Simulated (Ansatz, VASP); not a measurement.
# Two plane-wave programs on Al

Contents of INCAR:

```
SYSTEM = Al
  ALGO = Fast
  EDIFF = 1E-6
  ENCUT = 520
  GGA = PS
  ISIF = 2
  ISMEAR = 0
  LASPH = .TRUE.
  LCHARG = .TRUE.
  LELF = .TRUE.
  LREAL = .FALSE.
  LVHAR = .TRUE.
  LWAVE = .FALSE.
  NBANDS = 8
  NELM = 60
  PREC = Accurate
  SIGMA = 0.15
```

The input KPOINTS:

```
k-points
0
G
  22 22 22
  0 0 0
```

Contents of POSCAR:

```
Al
1.0
    0.0000000000      2.0517091992      1.9696408312
    2.0517091992      0.0000000000      1.9696408312
    2.0517091992      2.0517091992      0.0000000000
Al
1
Direct
    0.0000000000      0.0000000000      0.0000000000
```

Input for Ansatz:

```yaml
crystal:
  lattice:
    - [0.0, 2.0517091992, 1.9696408312]
    - [2.0517091992, 0.0, 1.9696408312]
    - [2.0517091992, 2.0517091992, 0.0]
  atoms:
    - { symbol: Al, position: [0.0, 0.0, 0.0] }
basis:
  ecutwfc: 420
kpoints:
  mp_grid: { grid: [22, 22, 22] }
hamiltonian:
  xc: pbesol
scf:
  occupations: { method: gaussian, width: 0.15 }
output:
  forces: true
  stress: true
  eigenvalues: true
```

Alike in both runs: task single point; functional PBEsol; k mesh 22 × 22 × 22; occupations gaussian, width 0.15 eV; no spin polarisation.

```csv
,VASP,Ansatz
version,VASP 6.6.1,Ansatz 0.2.0
potentials or method,"VASP PAW PBE potentials, release 64 (Al), cutoff 520 eV","scalar-relativistic, plane waves, PAW"
valence electrons in the cell,3,3
```

|  | VASP | Ansatz | Ansatz less VASP |
| --- | --- | --- | --- |
| gap on the k mesh at the Fermi level (eV) | none | none | - |
| pressure (GPa) | -1.7 | -1.8 | -0.05 |
| traceless stress, the component that is largest in VASP (GPa) | 1.48 | 1.47 | -0.011 |

VASP's potentials were made for PBE, not for PBEsol. A gap of «none» marks a metal or a gap that the smearing closes.
